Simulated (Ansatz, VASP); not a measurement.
Al3B2Sb: VASP beside Ansatz

```
Al B Sb
1.0
     0.00117   -0.00250   -2.78687
     3.11143   -5.38931   -0.00411
    -9.08143   -5.23966   -0.00102
Al B Sb
6 4 2
Cartesian
  -6.0272 -5.2766 -0.2346
  0.0706 -5.3530 -0.2327
  -7.5274 -7.9307 -0.2336
  -4.5514 -2.6018 -0.2315
  -4.4822 -7.9784 -0.2360
  -1.4956 -2.6652 -0.2287
  -5.9927 -7.0519 -1.6298
  -3.0070 -1.7388 -1.6249
  -6.0725 -3.5049 -1.6251
  0.0256 -3.5813 -1.6234
  -2.9830 -5.3160 -0.2470
  -5.9665 -10.6332 -0.2413
```

Change from the starting cell: cell x2, atoms moved at random (sigma 0.05 Å) and cell strained at random (1.5 %), then relaxed without symmetry.

Alike in both runs: functional PBE; k mesh 8 × 4 × 2; occupations gaussian, width 0.2 eV; no spin polarisation.

Ansatz relaxed the structure, and its values are those at the end. VASP's run is a single point on that final structure, the one shown.

|  | VASP | Ansatz |
| --- | --- | --- |
| version | VASP 6.6.1 | Ansatz 0.2.0 |
| potentials or method | VASP PAW PBE potentials, release 64 (Al, B, Sb), cutoff 520 eV | scalar-relativistic, plane waves, PAW |
| valence electrons in the cell | 40 | 60 |

```csv
,VASP,Ansatz,Ansatz less VASP
gap on the k mesh at the Fermi level (eV),none,none,-
pressure (GPa),0.0,0.0,-0.02
rms of the force components (eV/Å),0.006,0.006,0.0000
```

A gap of «none» marks a metal or a gap that the smearing closes. With one functional, cell and mesh, what is left measures potentials, basis and numerics. VASP's potentials hold 40 valence electrons a cell and Ansatz's 60, so a difference there can come from the potentials and not from the codes.

Spin-orbit coupling is off throughout.
